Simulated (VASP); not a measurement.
# Sn (Fd-3m) in VASP: further runs

Sn is run at these levels: LDA; tasks: single point.

Everything below comes from runs of VASP 6.6.1. Logs are shortened: lines on timing, memory, paths and dates and some standing lists are left out, and cuts for length are marked.

## Step 1: The cell of the first run

It takes space group Fd-3m (No. 227, cubic). Conventional cell: a = 6.476 Å, b = 6.476 Å, c = 6.476 Å, α = 90.00°, β = 90.00°, γ = 90.00°. Sn (site symmetry -43m) has 4 Sn at 2.80 Å within 3.7 Å.

This isn't the form of Sn at room conditions, which is tetragonal (white tin).

## Step 2: Single point, LDA

The input, INCAR:

```
SYSTEM = Sn
PREC = Accurate
ENCUT = 520
EDIFF = 1E-7
ISMEAR = 1
SIGMA = 0.3
LREAL = .False.
LASPH = .True.
NELM = 80
ALGO = Normal
ISIF = 2
LWAVE = .False.
LCHARG = .False.
NBANDS = 21
```

The input, KPOINTS:

```
regular mesh
0
Gamma
  9 9 9
  0 0 0
```

The input, POSCAR:

```
Sn
1.0
    0.0000000000      3.2380799619      3.2380799619
    3.2380799619      0.0000000000      3.2380799619
    3.2380799619      3.2380799619      0.0000000000
Sn
2
Direct
    0.5000000000      0.5000000000      0.5000000000
    0.7500000000      0.7500000000      0.7500000000
```

Potentials or basis: VASP PAW LDA potentials, release 64 (Sn_d).

Command:

```sh
$ cat potpaw_LDA.64/Sn_d/POTCAR > POTCAR
$ mpirun -np 1 vasp_std > vasp.out
```

OUTCAR:

```text
SYSTEM = Sn
   PREC = Accurate
   ENCUT = 520
   EDIFF = 1E-7
   ISMEAR = 1
   LREAL = .False.
   LASPH = .True.
   NELM = 80
   ISIF = 2

 ion  position               nearest neighbor table
   1  0.500  0.500  0.500-   2 2.80   2 2.80   2 2.80   2 2.80
   2  0.750  0.750  0.750-   1 2.80   1 2.80   1 2.80   1 2.80

  LATTYP: Found a face centered cubic cell.
 ALAT       =     6.4761599238

  Lattice vectors:

 A1 = (   0.0000000000,   3.2380799619,   3.2380799619)
 A2 = (   3.2380799619,   0.0000000000,   3.2380799619)
 A3 = (   3.2380799619,   3.2380799619,   0.0000000000)

Analysis of symmetry for initial positions (statically):
=====================================================================
 Subroutine PRICEL returns:
 Original cell was already a primitive cell.

 Routine SETGRP: Setting up the symmetry group for a
 face centered cubic supercell.

 Subroutine GETGRP returns: Found 48 space group operations
 (whereof 24 operations were pure point group operations)
 out of a pool of 48 trial point group operations.

The static configuration has the point symmetry T_d .
 The point group associated with its full space group is O_h .

Analysis of symmetry for dynamics (positions and initial velocities):
=====================================================================
 Subroutine PRICEL returns:
 Original cell was already a primitive cell.

 Routine SETGRP: Setting up the symmetry group for a
 face centered cubic supercell.

 Subroutine GETGRP returns: Found 48 space group operations
 (whereof 24 operations were pure point group operations)
 out of a pool of 48 trial point group operations.

The dynamic configuration has the point symmetry T_d .
 The point group associated with its full space group is O_h .

 Subroutine INISYM returns: Found 48 space group operations
 (whereof 24 operations are pure point group operations),
 and found     1 'primitive' translations

----------------------------------------------------------------------------------------

                                     Primitive cell

  volume of cell :      67.9036

  direct lattice vectors                    reciprocal lattice vectors
     0.000000000  3.238079962  3.238079962    -0.154412493  0.154412493  0.154412493
     3.238079962  0.000000000  3.238079962     0.154412493 -0.154412493  0.154412493
     3.238079962  3.238079962  0.000000000     0.154412493  0.154412493 -0.154412493

  length of vectors
     4.579336598  4.579336598  4.579336598     0.267450283  0.267450283  0.267450283

  position of ions in fractional coordinates (direct lattice)
     0.500000000  0.500000000  0.500000000
[... 79 lines left out ...]
   LREAL  =      F    real-space projection
   EDIFFG = 0.1E-05   stopping-criterion for IOM
   NSW    =      0    number of steps for IOM
   IBRION =     -1    ionic relax: 0-MD 1-quasi-New 2-CG
   NFREE  =      0    steps in history (QN), initial steepest desc. (CG)
   ISIF   =      2    stress and relaxation
   ISYM   =      2    0-nonsym 1-usesym 2-fastsym
   POTIM  = 0.5000    time-step for ionic-motion
   TEBEG  =    0.0;   TEEND  =   0.0 temperature during run
   PSTRESS=    0.0 pullay stress
   NELECT =      28.0000    total number of electrons
   NUPDOWN=      -1.0000    fix difference up-down
   EMIN   =  10.00;   EMAX   =-10.00  energy-range for DOS
   EFERMI =   0.00;   METHOD = LEGACY
   ISMEAR =     1;   SIGMA  =   0.30  broadening in eV -4-tet -1-fermi 0-gaus
   EFERMI_NEDOS =   21; number of points for ismear=-14 and -15
   IALGO  =     38    algorithm
   IMIX   =      4    mixing-type and parameters
     AMIX     =   0.40;   BMIX     =  1.00
     AMIX_MAG =   1.60;   BMIX_MAG =  1.00
  volume/ion in A,a.u.               =      33.95       229.12
  Fermi-wavevector in a.u.,A,eV,Ry     =   1.218512  2.302654 20.201555  1.484772
  Thomas-Fermi vector in A             =   2.353796
   LORBIT       =      0    0 simple, 1 ext, 2 COOP (PROOUT), +10 PAW based schemes
   GGA     = CA    functional components
   LHFCALC =     F    Hartree Fock is set to
   AEXX    =    0.0000 exact exchange contribution
   IVDW    =     0    specifies the selected vdW correction
   LEPSILON=     F    determine dielectric tensor
   LRPA    =     F    only Hartree local field effects (RPA)
 non-spin polarized calculation
 Methfessel and Paxton  Order N= 1 SIGMA  =   0.30
  energy-cutoff  :      520.00
  volume of cell :       67.90
 maximum number of plane-waves:      1853
 NGX is ok and might be reduce to    36
   NGX = 17   NGY = 17   NGZ = 17

 number of electron      28.0000006 magnetization

 Free energy of the ion-electron system (eV)
  ---------------------------------------------------
  ext. energy  EPLUGINS =         0.00000000
  ---------------------------------------------------
  free energy    TOTEN  =        -8.93817923 eV

  energy without entropy =       -8.93692781  energy(sigma->0) =       -8.93776209

 E-fermi :   5.3927     XC(G=0):  -9.2210

 val. band max:        5.3634791439   @ k =   0.4444   0.0000   0.0000
 cond. band min:       5.5176855386   @ k =   0.3333   0.0000   0.0000
 fundamental gap:      0.1542063947
 Fermi energy:         5.3926734967

 k-point     1 :       0.0000    0.0000    0.0000
  band No.  band energies     occupation
      1     -16.1931      2.00000
      2     -16.1931      2.00000
      3     -16.1931      2.00000
      4     -16.1307      2.00000
      5     -16.1307      2.00000
      6     -15.8133      2.00000
[... 565 lines left out ...]
     20      15.2400      0.00000
     21      15.6972      0.00000

 [... further k-points ...]

------------------------ aborting loop because EDIFF is reached ----------------------------------------

  FORCE on cell =-STRESS in cart. coord.  units (eV):
  Direction    XX          YY          ZZ          XY          YZ          ZX
  --------------------------------------------------------------------------------------
  -------------------------------------------------------------------------------------
  Total       -0.0151491     -0.0151491     -0.0151491     -0.0000000      0.0000000      0.0000000
  in kB       -0.3574408     -0.3574408     -0.3574408     -0.0000000      0.0000000      0.0000000
  external PRESSURE =      -0.3574408 kB  Pullay stress =       0.0000000 kB

 VOLUME and BASIS-vectors are now :
 -----------------------------------------------------------------------------
  energy-cutoff  :      520.00
  volume of cell :       67.90
      direct lattice vectors                 reciprocal lattice vectors
     0.000000000  3.238079962  3.238079962    -0.154412493  0.154412493  0.154412493
     3.238079962  0.000000000  3.238079962     0.154412493 -0.154412493  0.154412493
     3.238079962  3.238079962  0.000000000     0.154412493  0.154412493 -0.154412493

 POSITION                                       TOTAL-FORCE (eV/Angst)
 -----------------------------------------------------------------------------------
      3.23808      3.23808      3.23808        -0.000000     -0.000000     -0.000000
      4.85712      4.85712      4.85712         0.000000      0.000000      0.000000
 -----------------------------------------------------------------------------------
    total drift:                                0.000000      0.000000      0.000000

  FREE ENERGIE OF THE ION-ELECTRON SYSTEM (eV)
  ---------------------------------------------------
  free  energy   TOTEN  =        -8.9381792332 eV

  energy  without entropy=       -8.9369278067  energy(sigma->0) =       -8.93776209
```

It took 33 s on 1 thread of Intel Xeon Platinum 8259CL at 2.50GHz (Skylake/Cascade Lake), shared host; peak memory 0.19 GiB.

What came out:

```
Free energy            : -8.9382 eV
Pressure               : 0.0 GPa
Band gap on the k mesh : zero (bands 14 and 15 overlap by 0.16 eV)
```

Levels at points of the mesh, in eV from the Fermi level:
```
           k point  band 10  band 11  band 12  band 13  band 14  band 15  band 16  band 17  band 18  band 19
(0.00, 0.00, 0.00)   -21.20   -10.65    -0.71     0.13     0.13     0.13     2.19     2.19     2.19     4.90
```

Caveat: so wide a smearing shifts energies and pressures; spin-orbit coupling is left out, which moves the levels of the heavy elements.

## Step 3: Single point, LDA

The input, INCAR:

```
PREC = Accurate
ENCUT = 520
EDIFF = 1E-7
ISMEAR = 1
SIGMA = 1.0
LREAL = False
LASPH = True
NELM = 60
ALGO = Normal
ISIF = 2
LWAVE = False
LCHARG = False
NBANDS = 21
```

The input, KPOINTS:

```
Automatic mesh
0
Gamma
  9 9 9
```

POSCAR is that of step 2.

Potentials or basis: VASP PAW LDA potentials, release 64 (Sn_d).

Command:

```sh
$ cat potpaw_LDA.64/Sn_d/POTCAR > POTCAR
$ mpirun -np 1 vasp_std > vasp.out
```

OUTCAR:

```text
PREC = Accurate
   ENCUT = 520
   EDIFF = 1E-7
   ISMEAR = 1
   LREAL = False
   LASPH = True
   NELM = 60
   ISIF = 2

 ion  position               nearest neighbor table
   1  0.500  0.500  0.500-   2 2.80   2 2.80   2 2.80   2 2.80
   2  0.750  0.750  0.750-   1 2.80   1 2.80   1 2.80   1 2.80

  LATTYP: Found a face centered cubic cell.
 ALAT       =     6.4761599238

  Lattice vectors:

 A1 = (   0.0000000000,   3.2380799619,   3.2380799619)
 A2 = (   3.2380799619,   0.0000000000,   3.2380799619)
[... 765 lines left out ...]

  FORCE on cell =-STRESS in cart. coord.  units (eV):
  Direction    XX          YY          ZZ          XY          YZ          ZX
  --------------------------------------------------------------------------------------
  -------------------------------------------------------------------------------------
  Total       -0.0782236     -0.0782236     -0.0782236      0.0000000      0.0000000      0.0000000
  in kB       -1.8456768     -1.8456768     -1.8456768      0.0000000      0.0000000      0.0000000
  external PRESSURE =      -1.8456768 kB  Pullay stress =       0.0000000 kB

 VOLUME and BASIS-vectors are now :
 -----------------------------------------------------------------------------
  energy-cutoff  :      520.00
  volume of cell :       67.90
      direct lattice vectors                 reciprocal lattice vectors
     0.000000000  3.238079962  3.238079962    -0.154412493  0.154412493  0.154412493
     3.238079962  0.000000000  3.238079962     0.154412493 -0.154412493  0.154412493
     3.238079962  3.238079962  0.000000000     0.154412493  0.154412493 -0.154412493

 POSITION                                       TOTAL-FORCE (eV/Angst)
 -----------------------------------------------------------------------------------
      3.23808      3.23808      3.23808         0.000000      0.000000     -0.000000
      4.85712      4.85712      4.85712        -0.000000     -0.000000      0.000000
 -----------------------------------------------------------------------------------
    total drift:                                0.000000      0.000000      0.000000

  FREE ENERGIE OF THE ION-ELECTRON SYSTEM (eV)
  ---------------------------------------------------
  free  energy   TOTEN  =        -8.8951132648 eV

  energy  without entropy=       -9.0414216124  energy(sigma->0) =       -8.94388271
```

It took 34 s on 1 thread of Intel Xeon Platinum 8259CL at 2.50GHz (Skylake/Cascade Lake), shared host; peak memory 0.18 GiB.

What came out:

| Quantity | Value |
| --- | --- |
| Free energy | -8.8951 eV |
| Pressure | -0.2 GPa |
| Band gap on the k mesh | zero (bands 14 and 15 overlap by 0.16 eV) |

Caveat: so wide a smearing shifts energies and pressures; spin-orbit coupling is left out, which moves the levels of the heavy elements.
